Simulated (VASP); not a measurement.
**Y2TaN3: single point with PBE**

Y2TaN3:

```
Y Ta N
1.0
     6.01293    0.00000    0.00000
    -3.00646    5.20735    0.00000
     0.00000    0.00000    3.09778
Y Ta N
2 1 3
Cartesian
  0.0000 3.4716 0.0000
  3.0065 1.7358 0.0000
  0.0000 0.0000 0.0000
  3.0065 0.0000 1.5489
  1.5032 2.6037 1.5489
  -1.5032 2.6037 1.5489
```

The cell was generated, and may not be a known phase.

```yaml
Program: VASP 6.6.1
Task: single point
Functional: PBE
Potentials_or_basis: VASP PAW PBE potentials, release 64 (Y_sv, Ta_pv, N)
Cutoff: 520 eV
k_mesh: 3 × 3 × 6
Occupations: gaussian, width 0.1 eV
Spin: collinear spin
Starting_moments: "[0.0, 0.0, 1.0, 0.0, 0.0, 0.0] μB"
```

```json
{"Pressure": "-0.3 GPa", "Band gap on the k mesh": "zero (filled and empty bands overlap)", "Net moment": "0.00 μB per cell", "Valence electrons inside the program's atomic spheres": "Y 10.24; Ta 8.42; N 3.59"}
```

Levels at points of the mesh, in eV from the Fermi level:
Spin up:
| k point | band 22 | band 23 | band 24 | band 25 | band 26 | band 27 |
| --- | --- | --- | --- | --- | --- | --- |
| (0.00, 0.00, 0.00) | -0.17 | -0.17 | -0.15 | -0.01 | -0.01 | 0.26 |
| (0.00, 0.00, 0.50) | -0.70 | 0.40 | 0.55 | 0.55 | 1.09 | 1.09 |
Spin down:
```tsv
k point	band 22	band 23	band 24	band 25	band 26	band 27
(0.00, 0.00, 0.00)	-0.17	-0.17	-0.15	-0.02	-0.02	0.26
(0.00, 0.00, 0.50)	-0.70	0.40	0.55	0.55	1.09	1.09
```

Wall time 98 s on 1 thread of Intel(R) Xeon(R) 6975P-C (Granite Rapids), with other jobs on the host, peak memory 0.31 GiB.

Caveat: the k points lie up to 0.40 Å⁻¹ apart, too coarse for converged energies and pressures of a metal; spin-orbit coupling is left out, which moves the levels of the heavy elements.
